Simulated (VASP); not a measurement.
# AlNi (Pm-3m) in VASP: a series of runs

The runs below take AlNi through single point, with LDA.

Everything below comes from runs of VASP 6.6.1. Logs are shortened: lines on timing, memory, paths and dates and some standing lists are left out, and cuts for length are marked.

## Step 1: The cell of the first run

Symmetry: Pm-3m, No. 221, cubic system. Conventional cell: a = 2.881 Å, b = 2.881 Å, c = 2.881 Å, α = 90.00°, β = 90.00°, γ = 90.00°. Within 3.3 Å of Al (site symmetry m-3m) lie 8 Ni at 2.50 Å and 6 Al at 2.88 Å. Ni (site symmetry m-3m) has 8 Al at 2.50 Å and 6 Ni at 2.88 Å within 3.3 Å.

## Step 2: Single point, LDA

Input file INCAR:

```
SYSTEM = AlNi
  PREC = Accurate
  ENCUT = 600
  EDIFF = 1E-6
  ISMEAR = 0
  SIGMA = 0.05
  LREAL = .FALSE.
  LASPH = .TRUE.
  NELM = 120
  ALGO = Normal
  ISIF = 2
  LWAVE = .FALSE.
  LCHARG = .FALSE.
  NBANDS = 14
  GGA_COMPAT = .FALSE.
```

Input file KPOINTS:

```
regular mesh
0
G
  12 12 12
  0 0 0
```

Input file POSCAR:

```
AlNi
1.0
    2.8810014521      0.0000000000      0.0000000000
    0.0000000000      2.8810014521      0.0000000000
    0.0000000000      0.0000000000      2.8810014521
Al Ni
1 1
Direct
    0.0000000000      0.0000000000      0.0000000000
    0.5000000000      0.5000000000      0.5000000000
```

Potentials or basis: VASP PAW LDA potentials, release 64 (Al, Ni).

On the command line:

```console
$ cat potpaw_LDA.64/Al/POTCAR potpaw_LDA.64/Ni/POTCAR > POTCAR
$ mpirun -np 1 vasp_std > vasp.out
```

OUTCAR:

```text
SYSTEM = AlNi
   PREC = Accurate
   ENCUT = 600
   EDIFF = 1E-6
   ISMEAR = 0
   LREAL = .FALSE.
   LASPH = .TRUE.
   NELM = 120
   ISIF = 2

 ion  position               nearest neighbor table
   1  0.000  0.000  0.000-   2 2.50   2 2.50   2 2.50   2 2.50   2 2.50   2 2.50   2 2.50   2 2.50

   2  0.500  0.500  0.500-   1 2.50   1 2.50   1 2.50   1 2.50   1 2.50   1 2.50   1 2.50   1 2.50

  LATTYP: Found a simple cubic cell.
 ALAT       =     2.8810014521

  Lattice vectors:

 A1 = (   2.8810014521,   0.0000000000,   0.0000000000)
 A2 = (   0.0000000000,   2.8810014521,   0.0000000000)
 A3 = (   0.0000000000,   0.0000000000,   2.8810014521)

Analysis of symmetry for initial positions (statically):
=====================================================================
 Subroutine PRICEL returns:
 Original cell was already a primitive cell.

 Routine SETGRP: Setting up the symmetry group for a
 simple cubic supercell.

 Subroutine GETGRP returns: Found 48 space group operations
[... 9 lines left out ...]

 Routine SETGRP: Setting up the symmetry group for a
 simple cubic supercell.

 Subroutine GETGRP returns: Found 48 space group operations
[... 11 lines left out ...]
                                     Primitive cell

  volume of cell :      23.9128

  direct lattice vectors                    reciprocal lattice vectors
     2.881001452  0.000000000  0.000000000     0.347101526  0.000000000  0.000000000
     0.000000000  2.881001452  0.000000000     0.000000000  0.347101526  0.000000000
     0.000000000  0.000000000  2.881001452     0.000000000  0.000000000  0.347101526

  length of vectors
     2.881001452  2.881001452  2.881001452     0.347101526  0.347101526  0.347101526

  position of ions in fractional coordinates (direct lattice)
     0.000000000  0.000000000  0.000000000
     0.500000000  0.500000000  0.500000000

  ion indices of the primitive-cell ions
   primitive index   ion index
                 1           1
                 2           2

----------------------------------------------------------------------------------------

 KPOINTS: regular mesh

Automatic generation of k-mesh.
 Grid dimensions read from file:
 generate k-points for:   12   12   12

 Generating k-lattice:

  Cartesian coordinates                     Fractional coordinates (reciprocal lattice)
     0.028925127  0.000000000  0.000000000     0.083333333  0.000000000  0.000000000
     0.000000000  0.028925127  0.000000000     0.000000000  0.083333333  0.000000000
     0.000000000  0.000000000  0.028925127     0.000000000  0.000000000  0.083333333

  Length of vectors
     0.028925127  0.028925127  0.028925127

  Shift w.r.t. Gamma in fractional coordinates (k-lattice)
     0.000000000  0.000000000  0.000000000

 Subroutine IBZKPT returns following result:
 ===========================================

 Found     84 irreducible k-points:

 Following reciprocal coordinates:
            Coordinates               Weight
  0.000000  0.000000  0.000000      1.000000
  0.083333  0.000000  0.000000      6.000000
  0.166667  0.000000  0.000000      6.000000
  0.250000  0.000000  0.000000      6.000000
  0.333333  0.000000  0.000000      6.000000
  0.416667  0.000000  0.000000      6.000000
[... 16 lines left out ...]
  0.333333  0.333333  0.000000     12.000000
  0.416667  0.333333  0.000000     24.000000
 [... further k-points ...]
   k-points           NKPTS =     84   k-points in BZ     NKDIM =     84   number of bands    NBANDS=     14
   number of dos      NEDOS =    301   number of ions     NIONS =      2
   total plane-waves  NPLWV =  13824
   dimension x,y,z NGX =    24 NGY =   24 NGZ =   24
   dimension x,y,z NGXF=    48 NGYF=   48 NGZF=   48
   ions per type =               1   1
   NGX,Y,Z   is equivalent  to a cutoff of  13.85, 13.85, 13.85 a.u.
   NGXF,Y,Z  is equivalent  to a cutoff of  27.70, 27.70, 27.70 a.u.
 SYSTEM =  AlNi
   PREC   = accura    normal or accurate (medium, high low for compatibility)
   ISTART =      0    job   : 0-new  1-cont  2-samecut
   ICHARG =      2    charge: 1-file 2-atom 10-const
   ISPIN  =      1    spin polarized calculation?
   LNONCOLLINEAR =      F non collinear calculations
   LSORBIT =      F    spin-orbit coupling
   LASPH  =      T    aspherical Exc in radial PAW
   ENCUT  =  600.0 eV  44.10 Ry    6.64 a.u.   5.75  5.75  5.75*2*pi/ulx,y,z
   NELM   =    120;   NELMIN=  2; NELMDL= -5     # of ELM steps
   EDIFF  = 0.1E-05   stopping-criterion for ELM
   LREAL  =      F    real-space projection
   EDIFFG = 0.1E-04   stopping-criterion for IOM
   NSW    =      0    number of steps for IOM
   IBRION =     -1    ionic relax: 0-MD 1-quasi-New 2-CG
   NFREE  =      0    steps in history (QN), initial steepest desc. (CG)
   ISIF   =      2    stress and relaxation
   ISYM   =      2    0-nonsym 1-usesym 2-fastsym
   POTIM  = 0.5000    time-step for ionic-motion
   TEBEG  =    0.0;   TEEND  =   0.0 temperature during run
   PSTRESS=    0.0 pullay stress
   NELECT =      13.0000    total number of electrons
   NUPDOWN=      -1.0000    fix difference up-down
   EMIN   =  10.00;   EMAX   =-10.00  energy-range for DOS
   EFERMI =   0.00;   METHOD = LEGACY
   ISMEAR =     0;   SIGMA  =   0.05  broadening in eV -4-tet -1-fermi 0-gaus
   EFERMI_NEDOS =   21; number of points for ismear=-14 and -15
   IALGO  =     38    algorithm
   IMIX   =      4    mixing-type and parameters
     AMIX     =   0.40;   BMIX     =  1.00
     AMIX_MAG =   1.60;   BMIX_MAG =  1.00
  volume/ion in A,a.u.               =      11.96        80.69
  Fermi-wavevector in a.u.,A,eV,Ry     =   1.336121  2.524903 24.289385  1.785219
  Thomas-Fermi vector in A             =   2.464772
   LORBIT       =      0    0 simple, 1 ext, 2 COOP (PROOUT), +10 PAW based schemes
   GGA     = CA    functional components
   LHFCALC =     F    Hartree Fock is set to
   AEXX    =    0.0000 exact exchange contribution
   IVDW    =     0    specifies the selected vdW correction
   LEPSILON=     F    determine dielectric tensor
   LRPA    =     F    only Hartree local field effects (RPA)
 non-spin polarized calculation
 Gauss-broadening in eV      SIGMA  =   0.05
  energy-cutoff  :      600.00
  volume of cell :       23.91
 maximum number of plane-waves:       840
 NGX is ok and might be reduce to    24
   NGX = 11   NGY = 11   NGZ = 11

 number of electron      13.0000015 magnetization

 Free energy of the ion-electron system (eV)
  ---------------------------------------------------
  ext. energy  EPLUGINS =         0.00000000
  ---------------------------------------------------
  free energy    TOTEN  =       -12.16429836 eV

  energy without entropy =      -12.16327703  energy(sigma->0) =      -12.16378769

 E-fermi :   9.7943     XC(G=0): -12.3003

 val. band max:        9.7860593682   @ k =   0.3333   0.1667   0.0000
 cond. band min:       9.8037530853   @ k =   0.5000   0.4167   0.3333
 fundamental gap:      0.0176937171
 Fermi energy:         9.7942593057

 k-point     1 :       0.0000    0.0000    0.0000
  band No.  band energies     occupation
      1      -1.3334      2.00000
      2       6.5071      2.00000
      3       6.5071      2.00000
      4       8.1868      2.00000
      5       8.1868      2.00000
      6       8.1868      2.00000
      7      15.2181      0.00000
      8      15.2181      0.00000
      9      15.2181      0.00000
     10      17.9740      0.00000
     11      17.9740      0.00000
     12      23.3056      0.00000
     13      30.5560      0.00000
     14      30.5560      0.00000

 k-point     2 :       0.0833    0.0000    0.0000
  band No.  band energies     occupation
      1      -1.2057      2.00000
      2       6.4983      2.00000
      3       6.5366      2.00000
      4       8.1317      2.00000
      5       8.1317      2.00000
      6       8.1928      2.00000
      7      14.0098      0.00000
      8      15.3863      0.00000
      9      15.3863      0.00000
     10      17.9814      0.00000
     11      19.0416      0.00000
     12      23.7621      0.00000
     13      29.2391      0.00000
     14      29.2391      0.00000

 k-point     3 :       0.1667    0.0000    0.0000
  band No.  band energies     occupation
      1      -0.8250      2.00000
      2       6.4265      2.00000
      3       6.6184      2.00000
      4       7.9882      2.00000
      5       7.9882      2.00000
      6       8.2090      2.00000
      7      12.1573      0.00000
      8      15.8704      0.00000
      9      15.8704      0.00000
     10      18.0031      0.00000
     11      20.3996      0.00000
     12      25.2304      0.00000
     13      27.2021      0.00000
     14      27.2021      0.00000

 k-point     4 :       0.2500    0.0000    0.0000
  band No.  band energies     occupation
      1      -0.1993      2.00000
      2       6.1346      2.00000
      3       6.7331      2.00000
      4       7.8067      2.00000
      5       7.8067      2.00000
      6       8.2313      2.00000
      7      10.5758      0.00000
      8      16.6232      0.00000
      9      16.6232      0.00000
     10      18.0365      0.00000
     11      21.3898      0.00000
     12      25.2194      0.00000
     13      25.2194      0.00000
     14      27.4966      0.00000

 k-point     5 :       0.3333    0.0000    0.0000
  band No.  band energies     occupation
      1       0.6568      2.00000
      2       5.3959      2.00000
      3       6.8517      2.00000
      4       7.6389      2.00000
      5       7.6389      2.00000
      6       8.2537      2.00000
      7       9.5889      2.00000
      8      17.5961      0.00000
      9      17.5961      0.00000
     10      18.0753      0.00000
     11      22.2649      0.00000
     12      23.3855      0.00000
     13      23.3855      0.00000
     14      26.4686      0.00000

 k-point     6 :       0.4167    0.0000    0.0000
  band No.  band energies     occupation
      1       1.7184      2.00000
      2       4.2377      2.00000
      3       6.9411      2.00000
      4       7.5234      2.00000
      5       7.5234      2.00000
      6       8.2701      2.00000
      7       9.1819      2.00000
      8      18.1082      0.00000
      9      18.7427      0.00000
     10      18.7427      0.00000
     11      21.7321      0.00000
     12      21.7321      0.00000
     13      23.1971      0.00000
     14      25.6750      0.00000

 k-point     7 :       0.5000    0.0000    0.0000
  band No.  band energies     occupation
      1       2.8813      2.00000
      2       3.0062      2.00000
      3       6.9744      2.00000
      4       7.4825      2.00000
      5       7.4825      2.00000
      6       8.2762      2.00000
      7       9.0867      2.00000
      8      18.1214      0.00000
      9      19.7344      0.00000
     10      19.7344      0.00000
     11      20.5730      0.00000
     12      20.5730      0.00000
     13      23.9493      0.00000
     14      24.9219      0.00000
[... 205 lines left out ...]
 k-point    20 :       0.3333    0.2500    0.0000
  band No.  band energies     occupation
      1       1.6944      2.00000
      2       5.8763      2.00000
      3       6.7876      2.00000
      4       7.4038      2.00000
      5       7.7114      2.00000
      6       7.9203      2.00000
      7       9.9095      0.00111
      8      12.6590      0.00000
      9      17.3265      0.00000
     10      18.8595      0.00000
     11      21.3708      0.00000
     12      24.1776      0.00000
     13      26.2743      0.00000
     14      26.6679      0.00000

 k-point    21 :       0.4167    0.2500    0.0000
  band No.  band energies     occupation
      1       2.6718      2.00000
      2       4.9716      2.00000
      3       7.0073      2.00000
      4       7.3489      2.00000
      5       7.6058      2.00000
      6       7.9408      2.00000
      7       9.2506      2.00000
      8      13.4877      0.00000
      9      15.8791      0.00000
     10      19.9497      0.00000
     11      21.7299      0.00000
     12      22.6401      0.00000
     13      25.5086      0.00000
     14      27.1834      0.00000

 k-point    22 :       0.5000    0.2500    0.0000
  band No.  band energies     occupation
      1       3.5335      2.00000
      2       4.1096      2.00000
      3       7.1649      2.00000
      4       7.2519      2.00000
      5       7.5676      2.00000
      6       7.9490      2.00000
      7       9.0456      2.00000
      8      14.5478      0.00000
      9      14.6070      0.00000
     10      21.0305      0.00000
     11      21.4079      0.00000
     12      21.9311      0.00000
     13      25.1339      0.00000
     14      27.4321      0.00000

 k-point    23 :       0.3333    0.3333    0.0000
  band No.  band energies     occupation
      1       2.4499      2.00000
      2       5.9060      2.00000
      3       6.7177      2.00000
      4       7.3882      2.00000
      5       7.7272      2.00000
      6       7.7891      2.00000
      7       9.7048      1.98860
      8      11.9412      0.00000
      9      15.7444      0.00000
     10      19.7117      0.00000
     11      21.8911      0.00000
     12      24.3671      0.00000
     13      25.5503      0.00000
     14      26.1534      0.00000

 k-point    24 :       0.4167    0.3333    0.0000
  band No.  band energies     occupation
      1       3.3208      2.00000
      2       5.4194      2.00000
      3       6.9065      2.00000
      4       7.3409      2.00000
      5       7.6475      2.00000
      6       7.7897      2.00000
      7       9.1974      2.00000
      8      12.2291      0.00000
      9      14.3168      0.00000
     10      20.6720      0.00000
     11      22.5171      0.00000
     12      23.3769      0.00000
     13      25.5125      0.00000
     14      25.8551      0.00000

 [... further k-points ...]
[... 5 lines left out ...]
  --------------------------------------------------------------------------------------
  -------------------------------------------------------------------------------------
  Total       -1.2099852     -1.2099852     -1.2099852      0.0000000     -0.0000000     -0.0000000
  in kB      -81.0700092    -81.0700092    -81.0700092      0.0000000     -0.0000000     -0.0000000
  external PRESSURE =     -81.0700092 kB  Pullay stress =       0.0000000 kB

 VOLUME and BASIS-vectors are now :
 -----------------------------------------------------------------------------
  energy-cutoff  :      600.00
  volume of cell :       23.91
      direct lattice vectors                 reciprocal lattice vectors
     2.881001452  0.000000000  0.000000000     0.347101526  0.000000000  0.000000000
     0.000000000  2.881001452  0.000000000     0.000000000  0.347101526  0.000000000
     0.000000000  0.000000000  2.881001452     0.000000000  0.000000000  0.347101526

 POSITION                                       TOTAL-FORCE (eV/Angst)
 -----------------------------------------------------------------------------------
      0.00000      0.00000      0.00000         0.000000      0.000000      0.000000
      1.44050      1.44050      1.44050         0.000000      0.000000      0.000000
 -----------------------------------------------------------------------------------
    total drift:                                0.000000      0.000000     -0.000000

  FREE ENERGIE OF THE ION-ELECTRON SYSTEM (eV)
  ---------------------------------------------------
  free  energy   TOTEN  =       -12.1642983557 eV

  energy  without entropy=      -12.1632770292  energy(sigma->0) =      -12.16378769
```

It took 17 s on 1 thread of AMD EPYC 7R13 (Zen 3), shared host; peak memory 0.12 GiB.

What came out:

- Free energy: -12.1643 eV
- Pressure: -8.1 GPa

Levels at points of the mesh, in eV from the Fermi level:
```
           k point  band 4  band 5  band 6  band 7  band 8  band 9  band 10  band 11
(0.00, 0.00, 0.00)   -1.61   -1.61   -1.61    5.42    5.42    5.42     8.18     8.18
(0.50, 0.00, 0.00)   -2.31   -2.31   -1.52   -0.71    8.33    9.94     9.94    10.78
(0.50, 0.50, 0.00)   -2.87   -2.14   -2.14   -1.08    1.42    2.43    12.09    15.10
(0.50, 0.50, 0.50)   -1.05   -1.05    1.99    1.99    1.99    3.55     4.45     4.45
```

Spin polarisation is off, so any magnetic state and its effect on volume and gap are missing.

## Step 3: Single point, LDA

Input file INCAR:

```
PREC = Accurate
ENCUT = 600
EDIFF = 1E-6
ISMEAR = 0
SIGMA = 0.05
LREAL = F
LASPH = T
NELM = 120
ALGO = Normal
ISIF = 2
LWAVE = F
LCHARG = F
NBANDS = 14
GGA_COMPAT = F
```

Input file KPOINTS:

```
regular mesh
0
Gamma
  12 12 12
```

POSCAR is that of step 2.

Potentials or basis: VASP PAW LDA potentials, release 64 (Al, Ni).

On the command line:

```console
$ cat potpaw_LDA.64/Al/POTCAR potpaw_LDA.64/Ni/POTCAR > POTCAR
$ mpirun -np 1 vasp_std > vasp.out
```

Run time: 17 s. Hardware: 1 thread of AMD EPYC 7R13 (Zen 3), shared host; peak memory 0.12 GiB.

The run converged. Its results:

```
Free energy : -12.1643 eV
Pressure    : -8.1 GPa
```

Levels at points of the mesh, in eV from the Fermi level:
| k point | band 4 | band 5 | band 6 | band 7 | band 8 | band 9 | band 10 | band 11 |
| --- | --- | --- | --- | --- | --- | --- | --- | --- |
| (0.00, 0.00, 0.00) | -1.61 | -1.61 | -1.61 | 5.42 | 5.42 | 5.42 | 8.18 | 8.18 |
| (0.50, 0.00, 0.00) | -2.31 | -2.31 | -1.52 | -0.71 | 8.33 | 9.94 | 9.94 | 10.78 |
| (0.50, 0.50, 0.00) | -2.87 | -2.14 | -2.14 | -1.08 | 1.42 | 2.43 | 12.09 | 15.10 |
| (0.50, 0.50, 0.50) | -1.05 | -1.05 | 1.99 | 1.99 | 1.99 | 3.55 | 4.45 | 4.45 |

Spin polarisation is off, so any magnetic state and its effect on volume and gap are missing.

(Part 1 of 2 ends here.)
